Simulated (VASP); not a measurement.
# MgO (P1) in VASP: single point with r2SCAN

Aim: the single point of MgO with r2SCAN.

All numbers are computed with VASP 6.6.1; they aren't measurements. Logs are shortened: lines on timing, memory, paths and dates and some standing lists are left out, and cuts for length are marked.

### 1 The cell of the first run

The typed cell holds 16 atoms: a = 6.576 Å, b = 6.576 Å, c = 5.034 Å, α = 90.00°, β = 90.00°, γ = 120.00°.

### 2 Single point, r2SCAN

POSCAR reads:

```
MgO
1.0
    6.5762670000      0.0000000000      0.0000000000
   -3.2881340000      5.6952140000      0.0000000000
    0.0000000000      0.0000000000      5.0342380000
Mg O
8 8
Direct
    0.1815818052      0.3491838937     -0.0011495285
    0.3393560127      0.1760033951      0.4955210699
    0.1752662375      0.8341170323     -0.0151150979
    0.3344936099      0.6625707129      0.4869038770
    0.6631024511      0.3271632989      0.0158977386
    0.8260884398      0.1649300623      0.4868848076
    0.6748290013      0.8240350582     -0.0129201281
    0.8318628908      0.6758132355      0.4815114025
    0.1620107265      0.3363727860      0.3827232642
    0.3278617829      0.1509024946      0.8754729117
    0.1591693331      0.8289163498      0.3895562745
    0.3232926952      0.6698036281      0.8787586125
    0.6600472162      0.3259930180      0.3806975356
    0.8395308097      0.1683114980      0.8754343756
    0.6751176100      0.8228523107      0.3877522278
    0.8285015542      0.6758415048      0.9000186324
```

INCAR.step1 reads:

```
ALGO = Normal ; EDIFF = 1E-4
ENCUT = 520 ; GGA = PE
ISMEAR = -1 ; LASPH = True
LCHARG = False ; LREAL = Auto
LWAVE = True ; NBANDS = 46
NELM = 80 ; PREC = Accurate
SIGMA = 0.086
```

INCAR.step2 reads:

```
ALGO = Normal ; EDIFF = 1E-6
ENCUT = 520 ; ISIF = 2
ISMEAR = -1 ; ISTART = 1
LASPH = True ; LCHARG = True
LELF = True ; LMIXTAU = True
LREAL = Auto ; LVHAR = True
LWAVE = False ; METAGGA = R2SCAN
NBANDS = 46 ; NELM = 80
PREC = Accurate ; SIGMA = 0.086
```

KPOINTS reads:

```
k-points
0
Gamma
  3 3 4
```

Potentials or basis: VASP PAW PBE potentials, release 64 (Mg, O).

Command:

```
> cat potpaw_PBE.64/Mg/POTCAR potpaw_PBE.64/O/POTCAR > POTCAR
> cp INCAR.step1 INCAR
> mpirun -np 1 vasp_std > vasp.out
> cp INCAR.step2 INCAR
> mpirun -np 1 vasp_std > vasp.out
```

OUTCAR:

```text
EDIFF = 1E-6
   ENCUT = 520
   ISIF = 2
   ISMEAR = -1
   ISTART = 1
   LASPH = True
   LREAL = Auto
   METAGGA = R2SCAN
   NELM = 80
   PREC = Accurate

 ion  position               nearest neighbor table
   1  0.182  0.349  0.999-  12 1.93   9 1.94  14 2.05  10 2.07   4 3.04   2 3.13   4 3.14   2 3.16
                             6 3.18   7 3.19   3 3.21   5 3.24   6 3.28   5 3.34   3 3.37   7 3.40
   2  0.339  0.176  0.496-  13 1.92  10 1.92   9 2.01  11 2.05   5 3.04   1 3.13   3 3.14   1 3.16
                             5 3.20   4 3.22   3 3.23   6 3.24   8 3.26   8 3.31   6 3.34   4 3.36
   3  0.175  0.834  0.985-  12 1.86  10 1.89  16 2.02  11 2.04   4 3.14   2 3.14   4 3.15   8 3.18
                             8 3.20   1 3.21   2 3.23   5 3.23   7 3.26   7 3.32   5 3.35   1 3.37
   4  0.334  0.663  0.487-   9 1.93  12 1.98  15 2.00  11 2.01   1 3.04   1 3.14   3 3.14   3 3.15
                             7 3.18   7 3.18   2 3.22   8 3.23   6 3.27   6 3.31   8 3.35   2 3.36
   5  0.663  0.327  0.016-  13 1.84  10 2.04  14 2.04  16 2.07   6 3.01   2 3.04   8 3.07   2 3.20
                             3 3.23   7 3.23   1 3.24   6 3.24   1 3.34   8 3.34   7 3.35   3 3.35
   6  0.826  0.165  0.487-  13 1.94  14 1.96   9 1.98  15 2.02   5 3.01   7 3.18   7 3.18   1 3.18
                             8 3.24   2 3.24   5 3.24   4 3.27   1 3.28   4 3.31   2 3.34   8 3.34
   7  0.675  0.824  0.987-  16 1.77  15 2.02  14 2.04  12 2.08   8 3.04   8 3.08   4 3.18   4 3.18
                             6 3.18   6 3.18   1 3.19   5 3.23   3 3.26   3 3.32   5 3.35   1 3.40
   8  0.832  0.676  0.482-  15 1.79  11 1.92  13 2.06  16 2.11   7 3.04   5 3.07   7 3.08   3 3.18
                             3 3.20   4 3.23   6 3.24   2 3.26   2 3.31   6 3.34   5 3.34   4 3.35
   9  0.162  0.336  0.383-   4 1.93   1 1.94   6 1.98   2 2.01
  10  0.328  0.151  0.875-   3 1.89   2 1.92   5 2.04   1 2.07
  11  0.159  0.829  0.390-   8 1.92   4 2.01   3 2.04   2 2.05
  12  0.323  0.670  0.879-   3 1.86   1 1.93   4 1.98   7 2.08
  13  0.660  0.326  0.381-   5 1.84   2 1.92   6 1.94   8 2.06
  14  0.840  0.168  0.875-   6 1.96   5 2.04   7 2.04   1 2.05
  15  0.675  0.823  0.388-   8 1.79   4 2.00   6 2.02   7 2.02
  16  0.829  0.676  0.900-   7 1.77   3 2.02   5 2.07   8 2.11

  LATTYP: Found a hexagonal cell.
 ALAT       =     6.5762670000
 C/A-ratio  =     0.7655160595

  Lattice vectors:

 A1 = (   6.5762670000,   0.0000000000,   0.0000000000)
 A2 = (  -3.2881340000,   5.6952140000,   0.0000000000)
 A3 = (   0.0000000000,   0.0000000000,   5.0342380000)

Analysis of symmetry for initial positions (statically):
=====================================================================
 Subroutine PRICEL returns:
 Original cell was already a primitive cell.

 Routine SETGRP: Setting up the symmetry group for a
 hexagonal supercell.

 Subroutine GETGRP returns: Found  1 space group operations
 (whereof  1 operations were pure point group operations)
[... 151 lines left out ...]
   EMIN   =  10.00;   EMAX   =-10.00  energy-range for DOS
   EFERMI =   0.00;   METHOD = LEGACY
   ISMEAR =    -1;   SIGMA  =   0.09  broadening in eV -4-tet -1-fermi 0-gaus
   EFERMI_NEDOS =   21; number of points for ismear=-14 and -15
   IALGO  =     38    algorithm
   IMIX   =      4    mixing-type and parameters
     AMIX     =   0.40;   BMIX     =  1.00
     AMIX_MAG =   1.60;   BMIX_MAG =  1.00
  volume/ion in A,a.u.               =      11.78        79.52
  Fermi-wavevector in a.u.,A,eV,Ry     =   1.141985  2.158039 17.743763  1.304130
  Thomas-Fermi vector in A             =   2.278684
   LORBIT       =      0    0 simple, 1 ext, 2 COOP (PROOUT), +10 PAW based schemes
   METAGGA = R2SCAN    functional components
   LHFCALC =     F    Hartree Fock is set to
   AEXX    =    0.0000 exact exchange contribution
   IVDW    =     0    specifies the selected vdW correction
   LEPSILON=     F    determine dielectric tensor
   LRPA    =     F    only Hartree local field effects (RPA)
 non-spin polarized calculation
  energy-cutoff  :      520.00
  volume of cell :      188.55
 maximum number of plane-waves:      5107
 NGX is ok and might be reduce to    50
   NGX = 25   NGY = 25   NGZ = 19

 number of electron      64.0000000 magnetization

 Free energy of the ion-electron system (eV)
  ---------------------------------------------------
  ext. energy  EPLUGINS =         0.00000000
  ---------------------------------------------------
  free energy    TOTEN  =      -126.33766094 eV

  energy without entropy =     -126.33766094  energy(sigma->0) =     -126.33766094

 E-fermi :   2.6482     XC(G=0): -10.1978

 val. band max:        0.7297957270   @ k =   0.0000   0.0000   0.0000
 cond. band min:       4.8257992281   @ k =   0.0000   0.0000   0.0000
 fundamental gap:      4.0960035010
 Fermi energy:         2.6481966252

 k-point     1 :       0.0000    0.0000    0.0000
  band No.  band energies     occupation
      1     -16.5668      2.00000
      2     -16.1414      2.00000
      3     -15.9990      2.00000
      4     -15.8744      2.00000
      5     -15.7520      2.00000
      6     -15.5755      2.00000
[... 882 lines left out ...]
     43      12.6591      0.00000
     44      12.7489      0.00000
 [bands above 44 left out]

------------------------ aborting loop because EDIFF is reached ----------------------------------------

  FORCE on cell =-STRESS in cart. coord.  units (eV):
  Direction    XX          YY          ZZ          XY          YZ          ZX
  --------------------------------------------------------------------------------------
  -------------------------------------------------------------------------------------
  Total        3.6957174     -0.3542850      2.9615328     -4.0779610     -0.8121283     -0.9533936
  in kB       31.4040827     -3.0105103     25.1654036    -34.6521688     -6.9009991     -8.1013913
  external PRESSURE =      17.8529920 kB  Pullay stress =       0.0000000 kB

 VOLUME and BASIS-vectors are now :
 -----------------------------------------------------------------------------
  energy-cutoff  :      520.00
  volume of cell :      188.55
      direct lattice vectors                 reciprocal lattice vectors
     6.576267000  0.000000000  0.000000000     0.152061952  0.087793027  0.000000000
    -3.288134000  5.695214000  0.000000000     0.000000000  0.175586027  0.000000000
     0.000000000  0.000000000  5.034238000     0.000000000  0.000000000  0.198639794

 POSITION                                       TOTAL-FORCE (eV/Angst)
 -----------------------------------------------------------------------------------
      0.04597      1.98868      5.02845        -0.458595     -1.353213     -0.813063
      1.65297      1.00238      2.49457        -0.674539     -1.010251     -0.266941
     -1.59009      4.75047      4.95814        -1.472252     -0.237879      0.628483
      0.02110      3.77348      2.45119        -0.484872      0.622684      0.145522
      3.28498      1.86327      0.08003         0.303911      0.187503     -2.469414
      4.89027      0.93931      2.45109         0.604786     -0.185906      0.291569
[... 8 lines left out ...]
      1.73410      4.68632      1.95204        -2.482042      1.126146     -0.642948
      3.22619      3.84906      4.53091         2.197989     -1.961570     -1.010913
 -----------------------------------------------------------------------------------
    total drift:                                0.008068      0.000873      0.005959

  FREE ENERGIE OF THE ION-ELECTRON SYSTEM (eV)
  ---------------------------------------------------
  free  energy   TOTEN  =      -126.3376609370 eV

  energy  without entropy=     -126.3376609368  energy(sigma->0) =     -126.33766094
```

OUTCAR.step1:

```text
EDIFF = 1E-4
   ENCUT = 520
   GGA = PE
   ISMEAR = -1
   LASPH = True
   LREAL = Auto
   NELM = 80
[... 1160 lines left out ...]
      3.28498      1.86327      0.08003         0.286475      0.187601     -2.440193
      4.89027      0.93931      2.45109         0.574554     -0.197310      0.246270
[... 8 lines left out ...]
      1.73410      4.68632      1.95204        -2.446428      1.129306     -0.614031
      3.22619      3.84906      4.53091         2.204013     -1.937258     -0.998377
 -----------------------------------------------------------------------------------
    total drift:                                0.004533     -0.001671     -0.003255

  FREE ENERGIE OF THE ION-ELECTRON SYSTEM (eV)
  ---------------------------------------------------
  free  energy   TOTEN  =       -93.0036133443 eV

  energy  without entropy=      -93.0036133431  energy(sigma->0) =      -93.00361334
```

Wall time 11 min (1 thread of Intel Xeon Platinum 8488C (Sapphire Rapids), shared host); peak memory 0.37 GiB.

Results:

* Free energy: -126.3377 eV
* Pressure: 1.8 GPa
* Largest force: 3.115 eV/Å
* Band gap on the k mesh: 4.10 eV

Forces on the atoms (eV/Å):
```
Mg  -0.459 -1.353 -0.813
Mg  -0.675 -1.010 -0.267
Mg  -1.472 -0.238  0.628
Mg  -0.485  0.623  0.146
Mg   0.304  0.188 -2.469
Mg   0.605 -0.186  0.292
Mg  -2.330  1.792  0.387
Mg   1.871 -1.397  1.148
O    0.512 -0.197  0.099
O   -0.004  1.779  0.825
O    0.810  0.502 -0.356
O    1.843 -0.252  0.074
O    0.025  0.613  1.137
O   -0.262 -0.028  0.824
O   -2.482  1.126 -0.643
O    2.198 -1.962 -1.011
```

Stress tensor (GPa, compression positive):
```
 3.14 -3.47 -0.81
-3.47 -0.30 -0.69
-0.81 -0.69  2.52
```

Levels at points of the mesh, in eV from the valence-band top:
| k point | band 29 | band 30 | band 31 | band 32 | band 33 | band 34 | band 35 | band 36 |
| --- | --- | --- | --- | --- | --- | --- | --- | --- |
| (0.00, 0.00, 0.00) | -0.38 | -0.30 | -0.27 | 0.00 | 4.10 | 8.00 | 8.49 | 8.54 |
| (0.00, 0.00, 0.50) | -0.50 | -0.48 | -0.36 | -0.32 | 6.43 | 6.63 | 7.67 | 7.88 |

Caveat: the atoms stand as in a frame of molecular dynamics; the PAW data sets were made with another functional, which shifts forces and pressure a little.
